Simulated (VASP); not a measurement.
Set up this calculation in VASP 6.6.1, as the native input.

- Task: single point
- Functional: PBE
- Potentials or basis: VASP PAW PBE potentials, release 64 (Cs_sv, P, Pb_d)
- Cutoff: 520 eV
- k mesh: 10 × 10 × 8
- Occupations: gaussian, width 0.1 eV
- Spin: no spin polarisation
- Dipole correction: no
- Further INCAR settings: ALGO = Normal; EDIFF = 1e-06; NBANDS = 24

The structure of CsP2Pb lies in POSCAR:

```
CsP2Pb
1.0
    4.4375578935      0.0000000000      0.0000000000
    0.0000000000      4.4375578935      0.0000000000
    0.0000000000      0.0000000000      6.2038533299
Cs P Pb
1 2 1
Direct
    0.0000000000      0.0000000000      0.0000000000
    0.0000000000      0.0000000000      0.5000000000
    0.5000000000      0.5000000000      0.0000000000
    0.5000000000      0.5000000000      0.5000000000
```

These files were run (other wordings do the same):

INCAR

```
ALGO = Normal
EDIFF = 1E-6
ENCUT = 520
GGA = PE
ISIF = 2
ISMEAR = 0
LASPH = T
LCHARG = F
LREAL = F
LWAVE = F
NBANDS = 24
NELM = 100
PREC = Accurate
SIGMA = 0.1
```

KPOINTS

```
k-points
0
Gamma
  10 10 8
```

Potentials or basis: VASP PAW PBE potentials, release 64 (Cs_sv, P, Pb_d).

The run is started by

```bash
$ cat potpaw_PBE.64/Cs_sv/POTCAR potpaw_PBE.64/P/POTCAR potpaw_PBE.64/Pb_d/POTCAR > POTCAR
$ mpirun -np 1 vasp_std > vasp.out
```

Results of the run:

The pressure is 0.1 GPa.

It took 110 s on 1 thread of Intel(R) Xeon(R) 6975P-C (Granite Rapids), on a shared host, peak memory 0.45 GiB.
